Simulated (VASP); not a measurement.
## Cl: single point with PBE

The system is Cl.

```
Cl
1.0
     2.24984    0.00000    0.00000
     0.00000    2.76760    0.00000
     0.00000    0.00000    5.01124
Cl
1
Direct
  0.00000 0.00000 0.50000
```

The cell was generated, and may not be a known phase.

```yaml
Program: VASP 6.6.1
Task: single point
Functional: PBE
Potentials_or_basis: VASP PAW PBE potentials, release 64 (Cl)
Cutoff: 500 eV
k_mesh: 8 × 6 × 4
Occupations: gaussian, width 0.1 eV
Spin: no spin polarisation
```

The pressure is 6.4 GPa. The band gap on the k mesh is zero (an odd number of electrons rules out a gap without spin polarisation).

Stress tensor (GPa, compression positive):
```
 8.31  0.00  0.00
 0.00 11.09  0.00
 0.00  0.00 -0.16
```

Levels at points of the mesh, in eV from the Fermi level:
| k point | band 1 | band 2 | band 3 | band 4 | band 5 | band 6 | band 7 |
| --- | --- | --- | --- | --- | --- | --- | --- |
| (0.00, 0.00, 0.00) | -17.70 | -4.44 | -1.02 | 4.26 | 4.61 | 9.02 | 13.70 |
| (0.50, 0.00, 0.00) | -13.33 | -8.18 | -1.20 | 1.43 | 8.14 | 11.53 | 12.17 |
| (0.00, 0.50, 0.00) | -16.46 | -6.48 | -3.25 | 4.75 | 7.77 | 8.68 | 10.29 |
| (0.50, 0.50, 0.00) | -12.10 | -7.26 | -3.13 | -0.32 | 6.13 | 10.15 | 12.87 |
| (0.00, 0.00, 0.50) | -17.69 | -4.64 | -1.01 | 4.26 | 7.09 | 8.16 | 9.80 |
| (0.50, 0.00, 0.50) | -13.33 | -8.18 | -1.28 | 1.43 | 7.44 | 13.61 | 13.75 |
| (0.00, 0.50, 0.50) | -16.46 | -6.46 | -3.35 | 4.75 | 6.57 | 11.53 | 11.78 |
| (0.50, 0.50, 0.50) | -12.09 | -7.26 | -3.12 | -0.37 | 6.18 | 9.77 | 12.18 |

Run time: 16 s on 1 thread of Oxide Virtual Turin-like Processor, on a shared host, peak memory 0.1 GiB.

Caveat: the k points lie up to 0.38 Å⁻¹ apart, too coarse for converged energies and pressures of a metal; an odd number of electrons without spin polarisation forces a metal; a magnetic or distorted state may lie lower.
